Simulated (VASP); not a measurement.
# CdS (Fm-3m) in VASP: notebook

CdS is run at these levels: revPBE, BLYP; tasks: single point.

Program: VASP 6.6.1. These are calculated values, not measurements. Logs are shortened: lines on timing, memory, paths and dates and some standing lists are left out, and cuts for length are marked.

## (1) The cell of the first run

The structure is cubic, space group Fm-3m (No. 225). The conventional cell has a = 5.506 Å, b = 5.506 Å, c = 5.506 Å, α = 90.00°, β = 90.00°, γ = 90.00°. Cd (site symmetry m-3m) has 6 S at 2.75 Å within 3.6 Å. S (site symmetry m-3m) has 6 Cd at 2.75 Å within 3.6 Å.

## (2) Single point, revPBE

Contents of INCAR:

```
SYSTEM = CdS
PREC = Accurate
ENCUT = 520
EDIFF = 1E-6
ISMEAR = -1
SIGMA = 0.05
LREAL = .False.
LASPH = .True.
NELM = 80
ALGO = Normal
ISIF = 2
LWAVE = .False.
LCHARG = .False.
GGA = RE
NBANDS = 16
```

Contents of KPOINTS:

```
Automatic mesh
0
Gamma
  8 8 8
  0 0 0
```

Contents of POSCAR:

```
CdS
1.0
    0.0000000000      2.7532440000      2.7532440000
    2.7532440000      0.0000000000      2.7532440000
    2.7532440000      2.7532440000      0.0000000000
Cd S
1 1
Direct
    0.0000000000      0.0000000000      0.0000000000
    0.5000000000      0.5000000000      0.5000000000
```

Potentials or basis: VASP PAW PBE potentials, release 64 (Cd, S).

Launch:

```bash
cat potpaw_PBE.64/Cd/POTCAR potpaw_PBE.64/S/POTCAR > POTCAR
mpirun -np 1 vasp_std > vasp.out
```

OUTCAR:

```text
SYSTEM = CdS
   PREC = Accurate
   ENCUT = 520
   EDIFF = 1E-6
   ISMEAR = -1
   LREAL = .False.
   LASPH = .True.
   NELM = 80
   ISIF = 2
   GGA = RE

 ion  position               nearest neighbor table
   1  0.000  0.000  0.000-   2 2.75   2 2.75   2 2.75   2 2.75   2 2.75   2 2.75
   2  0.500  0.500  0.500-   1 2.75   1 2.75   1 2.75   1 2.75   1 2.75   1 2.75

  LATTYP: Found a face centered cubic cell.
 ALAT       =     5.5064880000

  Lattice vectors:

 A1 = (   0.0000000000,   2.7532440000,   2.7532440000)
 A2 = (   2.7532440000,   0.0000000000,   2.7532440000)
 A3 = (   2.7532440000,   2.7532440000,   0.0000000000)

Analysis of symmetry for initial positions (statically):
=====================================================================
 Subroutine PRICEL returns:
 Original cell was already a primitive cell.

 Routine SETGRP: Setting up the symmetry group for a
 face centered cubic supercell.

 Subroutine GETGRP returns: Found 48 space group operations
 (whereof 48 operations were pure point group operations)
 out of a pool of 48 trial point group operations.

The static configuration has the point symmetry O_h .

Analysis of symmetry for dynamics (positions and initial velocities):
=====================================================================
 Subroutine PRICEL returns:
 Original cell was already a primitive cell.

 Routine SETGRP: Setting up the symmetry group for a
 face centered cubic supercell.

 Subroutine GETGRP returns: Found 48 space group operations
 (whereof 48 operations were pure point group operations)
 out of a pool of 48 trial point group operations.

The dynamic configuration has the point symmetry O_h .

 Subroutine INISYM returns: Found 48 space group operations
 (whereof 48 operations are pure point group operations),
 and found     1 'primitive' translations

----------------------------------------------------------------------------------------

                                     Primitive cell

  volume of cell :      41.7411

  direct lattice vectors                    reciprocal lattice vectors
     0.000000000  2.753244000  2.753244000    -0.181603955  0.181603955  0.181603955
     2.753244000  0.000000000  2.753244000     0.181603955 -0.181603955  0.181603955
     2.753244000  2.753244000  0.000000000     0.181603955  0.181603955 -0.181603955

  length of vectors
     3.893675005  3.893675005  3.893675005     0.314547277  0.314547277  0.314547277

  position of ions in fractional coordinates (direct lattice)
     0.000000000  0.000000000  0.000000000
     0.500000000  0.500000000  0.500000000

  ion indices of the primitive-cell ions
   primitive index   ion index
                 1           1
                 2           2

----------------------------------------------------------------------------------------

 KPOINTS: Automatic mesh

Automatic generation of k-mesh.
 Grid dimensions read from file:
 generate k-points for:    8    8    8

 Generating k-lattice:

  Cartesian coordinates                     Fractional coordinates (reciprocal lattice)
    -0.022700494  0.022700494  0.022700494     0.125000000  0.000000000  0.000000000
     0.022700494 -0.022700494  0.022700494     0.000000000  0.125000000  0.000000000
     0.022700494  0.022700494 -0.022700494     0.000000000  0.000000000  0.125000000

  Length of vectors
     0.039318410  0.039318410  0.039318410

  Shift w.r.t. Gamma in fractional coordinates (k-lattice)
     0.000000000  0.000000000  0.000000000

 Subroutine IBZKPT returns following result:
 ===========================================

 Found     29 irreducible k-points:

 Following reciprocal coordinates:
            Coordinates               Weight
  0.000000  0.000000  0.000000      1.000000
  0.125000  0.000000  0.000000      8.000000
  0.250000  0.000000  0.000000      8.000000
  0.375000  0.000000  0.000000      8.000000
  0.500000  0.000000  0.000000      4.000000
  0.125000  0.125000  0.000000      6.000000
[... 16 lines left out ...]
  0.500000  0.250000  0.125000     48.000000
 -0.375000  0.250000  0.125000     24.000000
 [... further k-points ...]
   k-points           NKPTS =     29   k-points in BZ     NKDIM =     29   number of bands    NBANDS=     16
   number of dos      NEDOS =    301   number of ions     NIONS =      2
   total plane-waves  NPLWV =  27000
   dimension x,y,z NGX =    30 NGY =   30 NGZ =   30
   dimension x,y,z NGXF=    60 NGYF=   60 NGZF=   60
   ions per type =               1   1
   NGX,Y,Z   is equivalent  to a cutoff of  12.81, 12.81, 12.81 a.u.
   NGXF,Y,Z  is equivalent  to a cutoff of  25.62, 25.62, 25.62 a.u.
 SYSTEM =  CdS
   PREC   = accura    normal or accurate (medium, high low for compatibility)
   ISTART =      0    job   : 0-new  1-cont  2-samecut
   ICHARG =      2    charge: 1-file 2-atom 10-const
   ISPIN  =      1    spin polarized calculation?
   LNONCOLLINEAR =      F non collinear calculations
   LSORBIT =      F    spin-orbit coupling
   LASPH  =      T    aspherical Exc in radial PAW
   ENCUT  =  520.0 eV  38.22 Ry    6.18 a.u.   7.24  7.24  7.24*2*pi/ulx,y,z
   NELM   =     80;   NELMIN=  2; NELMDL= -5     # of ELM steps
   EDIFF  = 0.1E-05   stopping-criterion for ELM
   LREAL  =      F    real-space projection
   EDIFFG = 0.1E-04   stopping-criterion for IOM
   NSW    =      0    number of steps for IOM
   IBRION =     -1    ionic relax: 0-MD 1-quasi-New 2-CG
   NFREE  =      0    steps in history (QN), initial steepest desc. (CG)
   ISIF   =      2    stress and relaxation
   ISYM   =      2    0-nonsym 1-usesym 2-fastsym
   POTIM  = 0.5000    time-step for ionic-motion
   TEBEG  =    0.0;   TEEND  =   0.0 temperature during run
   PSTRESS=    0.0 pullay stress
   NELECT =      18.0000    total number of electrons
   NUPDOWN=      -1.0000    fix difference up-down
   EMIN   =  10.00;   EMAX   =-10.00  energy-range for DOS
   EFERMI =   0.00;   METHOD = LEGACY
   ISMEAR =    -1;   SIGMA  =   0.05  broadening in eV -4-tet -1-fermi 0-gaus
   EFERMI_NEDOS =   21; number of points for ismear=-14 and -15
   IALGO  =     38    algorithm
   IMIX   =      4    mixing-type and parameters
     AMIX     =   0.40;   BMIX     =  1.00
     AMIX_MAG =   1.60;   BMIX_MAG =  1.00
  volume/ion in A,a.u.               =      20.87       140.84
  Fermi-wavevector in a.u.,A,eV,Ry     =   1.236833  2.337275 20.813583  1.529755
  Thomas-Fermi vector in A             =   2.371425
   LORBIT       =      0    0 simple, 1 ext, 2 COOP (PROOUT), +10 PAW based schemes
   GGA     = RE    functional components
   LHFCALC =     F    Hartree Fock is set to
   AEXX    =    0.0000 exact exchange contribution
   IVDW    =     0    specifies the selected vdW correction
   LEPSILON=     F    determine dielectric tensor
   LRPA    =     F    only Hartree local field effects (RPA)
 non-spin polarized calculation
  energy-cutoff  :      520.00
  volume of cell :       41.74
 maximum number of plane-waves:      1158
 NGX is ok and might be reduce to    30
   NGX = 15   NGY = 15   NGZ = 15

 number of electron      18.0000005 magnetization

 Free energy of the ion-electron system (eV)
  ---------------------------------------------------
  ext. energy  EPLUGINS =         0.00000000
  ---------------------------------------------------
  free energy    TOTEN  =        -5.25353656 eV

  energy without entropy =       -5.25294906  energy(sigma->0) =       -5.25324281

 E-fermi :   3.0219     XC(G=0): -10.1889

 val. band max:        2.7853778647   @ k =   0.5000   0.0000   0.0000
 cond. band min:       3.1284059121   @ k =   0.5000   0.5000   0.0000
 fundamental gap:      0.3430280474
 Fermi energy:         3.0218910719

 k-point     1 :       0.0000    0.0000    0.0000
  band No.  band energies     occupation
      1      -9.8560      2.00000
      2      -4.7844      2.00000
      3      -4.7844      2.00000
      4      -4.7844      2.00000
      5      -4.7830      2.00000
      6      -4.7830      2.00000
[... 8 lines left out ...]
     15      14.2107      0.00000
     16      14.2419      0.00000

 k-point     2 :       0.1250    0.0000    0.0000
  band No.  band energies     occupation
      1      -9.7278      2.00000
      2      -4.8272      2.00000
      3      -4.8272      2.00000
      4      -4.7976      2.00000
      5      -4.7567      2.00000
      6      -4.7567      2.00000
[... 8 lines left out ...]
     15      13.0583      0.00000
     16      13.9233      0.00000

 k-point     3 :       0.2500    0.0000    0.0000
  band No.  band energies     occupation
      1      -9.3850      2.00000
      2      -4.9302      2.00000
      3      -4.9302      2.00000
      4      -4.8468      2.00000
      5      -4.6895      2.00000
      6      -4.6895      2.00000
[... 8 lines left out ...]
     15      13.6246      0.00000
     16      13.6979      0.00000

 k-point     4 :       0.3750    0.0000    0.0000
  band No.  band energies     occupation
      1      -8.9765      2.00000
      2      -5.0289      2.00000
      3      -5.0289      2.00000
      4      -4.9424      2.00000
      5      -4.6210      2.00000
      6      -4.6210      2.00000
[... 8 lines left out ...]
     15      14.8679      0.00000
     16      14.8679      0.00000
[... 324 lines left out ...]
 k-point    22 :       0.3750    0.2500    0.1250
  band No.  band energies     occupation
      1      -9.1975      2.00000
      2      -4.9501      2.00000
      3      -4.8682      2.00000
      4      -4.8411      2.00000
      5      -4.6743      2.00000
      6      -4.6065      2.00000
[... 8 lines left out ...]
     15      15.8880      0.00000
     16      16.7275      0.00000

 k-point    23 :       0.5000    0.2500    0.1250
  band No.  band energies     occupation
      1      -8.9350      2.00000
      2      -4.9566      2.00000
      3      -4.8943      2.00000
      4      -4.8360      2.00000
      5      -4.6162      2.00000
      6      -4.5275      2.00000
[... 8 lines left out ...]
     15      16.3634      0.00000
     16      16.8934      0.00000

 k-point    24 :      -0.3750    0.2500    0.1250
  band No.  band energies     occupation
      1      -8.8192      2.00000
      2      -4.9937      2.00000
      3      -4.8664      2.00000
      4      -4.8255      2.00000
      5      -4.5823      2.00000
      6      -4.4908      2.00000
[... 8 lines left out ...]
     15      15.0807      0.00000
     16      17.1866      0.00000

 [... further k-points ...]

------------------------ aborting loop because EDIFF is reached ----------------------------------------

  FORCE on cell =-STRESS in cart. coord.  units (eV):
  Direction    XX          YY          ZZ          XY          YZ          ZX
  --------------------------------------------------------------------------------------
  -------------------------------------------------------------------------------------
  Total        0.4610304      0.4610304      0.4610304     -0.0000000      0.0000000     -0.0000000
  in kB       17.6960398     17.6960398     17.6960398     -0.0000000      0.0000000     -0.0000000
  external PRESSURE =      17.6960398 kB  Pullay stress =       0.0000000 kB

 VOLUME and BASIS-vectors are now :
 -----------------------------------------------------------------------------
  energy-cutoff  :      520.00
  volume of cell :       41.74
      direct lattice vectors                 reciprocal lattice vectors
     0.000000000  2.753244000  2.753244000    -0.181603955  0.181603955  0.181603955
     2.753244000  0.000000000  2.753244000     0.181603955 -0.181603955  0.181603955
     2.753244000  2.753244000  0.000000000     0.181603955  0.181603955 -0.181603955

 POSITION                                       TOTAL-FORCE (eV/Angst)
 -----------------------------------------------------------------------------------
      0.00000      0.00000      0.00000         0.000000      0.000000     -0.000000
      2.75324      2.75324      2.75324         0.000000      0.000000      0.000000
 -----------------------------------------------------------------------------------
    total drift:                               -0.000000      0.000000      0.000000

  FREE ENERGIE OF THE ION-ELECTRON SYSTEM (eV)
  ---------------------------------------------------
  free  energy   TOTEN  =        -5.2535365625 eV

  energy  without entropy=       -5.2529490609  energy(sigma->0) =       -5.25324281
```

Wall time 18 s (1 thread of Intel Xeon Platinum 8259CL at 2.50GHz (Skylake/Cascade Lake), shared host); peak memory 0.17 GiB.

What came out:

```
Free energy            : -5.2535 eV
Pressure               : 1.8 GPa
Band gap on the k mesh : 0.34 eV, indirect (least direct gap 1.63 eV)
```

Caveat: the PAW data sets were made with another functional, which shifts forces and pressure a little. A k mesh can miss the band edges.

## (3) Single point, BLYP

INCAR, as its differences from that of step 2:

```diff
@@ -8,3 +8,3 @@
 LASPH = .True.
-NELM = 80
+NELM = 60
 ALGO = Normal
@@ -13,3 +13,7 @@
 LCHARG = .False.
-GGA = RE
+GGA = B5
+ALDAX = 1.0
+AGGAX = 1.0
+AGGAC = 1.0
+ALDAC = 0.0
 NBANDS = 16
```

Contents of KPOINTS:

```
regular mesh
0
Gamma
  8 8 8
  0 0 0
```

POSCAR is that of step 2.

Potentials or basis: VASP PAW PBE potentials, release 64 (Cd, S).

Launch:

```bash
cat potpaw_PBE.64/Cd/POTCAR potpaw_PBE.64/S/POTCAR > POTCAR
mpirun -np 1 vasp_std > vasp.out
```

OUTCAR:

```text
SYSTEM = CdS
   PREC = Accurate
   ENCUT = 520
   EDIFF = 1E-6
   ISMEAR = -1
   LREAL = .False.
   LASPH = .True.
   NELM = 60
   ISIF = 2
   GGA = B5

 ion  position               nearest neighbor table
   1  0.000  0.000  0.000-   2 2.75   2 2.75   2 2.75   2 2.75   2 2.75   2 2.75
   2  0.500  0.500  0.500-   1 2.75   1 2.75   1 2.75   1 2.75   1 2.75   1 2.75

  LATTYP: Found a face centered cubic cell.
 ALAT       =     5.5064880000

  Lattice vectors:

 A1 = (   0.0000000000,   2.7532440000,   2.7532440000)
 A2 = (   2.7532440000,   0.0000000000,   2.7532440000)
 A3 = (   2.7532440000,   2.7532440000,   0.0000000000)

Analysis of symmetry for initial positions (statically):
=====================================================================
 Subroutine PRICEL returns:
 Original cell was already a primitive cell.

 Routine SETGRP: Setting up the symmetry group for a
 face centered cubic supercell.

 Subroutine GETGRP returns: Found 48 space group operations
[... 9 lines left out ...]

 Routine SETGRP: Setting up the symmetry group for a
[... 146 lines left out ...]
 Free energy of the ion-electron system (eV)
  ---------------------------------------------------
  ext. energy  EPLUGINS =         0.00000000
  ---------------------------------------------------
  free energy    TOTEN  =        -4.75329639 eV

  energy without entropy =       -4.75168529  energy(sigma->0) =       -4.75249084

 E-fermi :   3.2888     XC(G=0):  -9.7265

 val. band max:        3.1243619190   @ k =   0.5000   0.0000   0.0000
 cond. band min:       3.3042174291   @ k =   0.5000   0.5000   0.0000
 fundamental gap:      0.1798555101
 Fermi energy:         3.2888097909

 k-point     1 :       0.0000    0.0000    0.0000
  band No.  band energies     occupation
      1      -9.5022      2.00000
      2      -4.5305      2.00000
      3      -4.5305      2.00000
      4      -4.5300      2.00000
      5      -4.5300      2.00000
      6      -4.5300      2.00000
[... 433 lines left out ...]
      3      -4.6031      2.00000
      4      -4.5642      2.00000
      5      -4.3311      2.00000
      6      -4.2366      2.00000
[... 8 lines left out ...]
     15      15.4419      0.00000
     16      17.5949      0.00000

 [... further k-points ...]
[... 5 lines left out ...]
  --------------------------------------------------------------------------------------
  -------------------------------------------------------------------------------------
  Total        1.1737530      1.1737530      1.1737530      0.0000000      0.0000000     -0.0000000
  in kB       45.0529468     45.0529468     45.0529468      0.0000000      0.0000000     -0.0000000
  external PRESSURE =      45.0529468 kB  Pullay stress =       0.0000000 kB

 VOLUME and BASIS-vectors are now :
 -----------------------------------------------------------------------------
  energy-cutoff  :      520.00
  volume of cell :       41.74
      direct lattice vectors                 reciprocal lattice vectors
     0.000000000  2.753244000  2.753244000    -0.181603955  0.181603955  0.181603955
     2.753244000  0.000000000  2.753244000     0.181603955 -0.181603955  0.181603955
     2.753244000  2.753244000  0.000000000     0.181603955  0.181603955 -0.181603955

 POSITION                                       TOTAL-FORCE (eV/Angst)
 -----------------------------------------------------------------------------------
      0.00000      0.00000      0.00000         0.000000      0.000000     -0.000000
      2.75324      2.75324      2.75324        -0.000000     -0.000000      0.000000
 -----------------------------------------------------------------------------------
    total drift:                               -0.000000      0.000000      0.000000

  FREE ENERGIE OF THE ION-ELECTRON SYSTEM (eV)
  ---------------------------------------------------
  free  energy   TOTEN  =        -4.7532963874 eV

  energy  without entropy=       -4.7516852893  energy(sigma->0) =       -4.75249084
```

OSZICAR:

```text
N       E                     dE             d eps       ncg     rms          rms(c)
DAV:   1     0.103541277784E+03    0.10354E+03   -0.93110E+03   984   0.105E+03
DAV:   2    -0.195399016028E+01   -0.10550E+03   -0.98602E+02  1136   0.252E+02
DAV:   3    -0.547939705248E+01   -0.35254E+01   -0.35202E+01  1152   0.477E+01
DAV:   4    -0.549570026647E+01   -0.16303E-01   -0.16303E-01  1120   0.321E+00
DAV:   5    -0.549587108813E+01   -0.17082E-03   -0.17082E-03  1176   0.316E-01    0.660E+00
DAV:   6    -0.477352619383E+01    0.72234E+00   -0.12163E+00  1224   0.132E+01    0.571E+00
DAV:   7    -0.475315839065E+01    0.20368E-01   -0.19804E-01  1112   0.311E+00    0.339E+00
DAV:   8    -0.475337921769E+01   -0.22083E-03   -0.18252E-02  1080   0.165E+00    0.337E-01
DAV:   9    -0.475318186907E+01    0.19735E-03   -0.16124E-03  1128   0.540E-01    0.844E-02
DAV:  10    -0.475327110892E+01   -0.89240E-04   -0.24441E-04  1096   0.141E-01    0.551E-02
DAV:  11    -0.475329911906E+01   -0.28010E-04   -0.44687E-05  1000   0.647E-02    0.161E-02
DAV:  12    -0.475329650140E+01    0.26177E-05   -0.71893E-06  1144   0.248E-02    0.728E-03
DAV:  13    -0.475329638740E+01    0.11401E-06   -0.47338E-07   576   0.535E-03
   1 F= -.47532964E+01 E0= -.47524908E+01  d E =-.161110E-02
```

Run time: 26 s. Hardware: 1 thread of Intel Xeon Platinum 8259CL at 2.50GHz (Skylake/Cascade Lake), shared host; peak memory 0.17 GiB.

Results:

```yaml
Free_energy: -4.7533 eV
Pressure: 4.5 GPa
Band_gap_on_the_k_mesh: 0.18 eV, indirect (least direct gap 1.53 eV)
```

Levels at points of the mesh, in eV from the valence-band top:
```
           k point  band 5  band 6  band 7  band 8  band 9  band 10  band 11  band 12  band 13  band 14
(0.00, 0.00, 0.00)   -7.65   -7.65   -0.70   -0.70   -0.70     0.83     9.44     9.44     9.44    11.23
(0.50, 0.00, 0.00)   -7.47   -7.47   -4.72    0.00    0.00     3.75     5.98     5.98     6.50    12.62
(0.50, 0.50, 0.00)   -7.40   -6.75   -3.99   -2.02   -2.02     0.18     6.40     9.85    11.10    11.10
```

Caveat: the PAW data sets were made with another functional, which shifts forces and pressure a little.
